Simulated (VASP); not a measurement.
WC, 2 atoms in the cell. The typed cell holds 2 atoms: a = 3.101 Å, b = 3.101 Å, c = 3.101 Å, α = 60.00°, β = 60.00°, γ = 60.00°. 

```yaml
Program: VASP 6.6.1
Task: single point
Functional: LDA
Potentials_or_basis: VASP PAW LDA potentials, release 64 (W_sv, C)
Cutoff: 520 eV
k_mesh: 8 × 8 × 8
Occupations: fermi-dirac, width 0.15 eV
Spin: no spin polarisation
Dipole_correction: no
Further_INCAR_settings: ALGO = Normal; EDIFF = 1e-07; NBANDS = 16
```

Potentials or basis: VASP PAW LDA potentials, release 64 (W_sv, C).

Command:

```bash
$ cat potpaw_LDA.64/W_sv/POTCAR potpaw_LDA.64/C/POTCAR > POTCAR
$ mpirun -np 1 vasp_std > vasp.out
```

Hardware: 1 thread of Intel(R) Xeon(R) Platinum 8488C (Sapphire Rapids) (shared host).

Task: Estimate the wall time of this run.

Result: Wall time 57 s on 1 thread of Intel(R) Xeon(R) Platinum 8488C (Sapphire Rapids), with other jobs on the host, peak memory 0.19 GiB. Counts: scf iterations 13, k points 260.
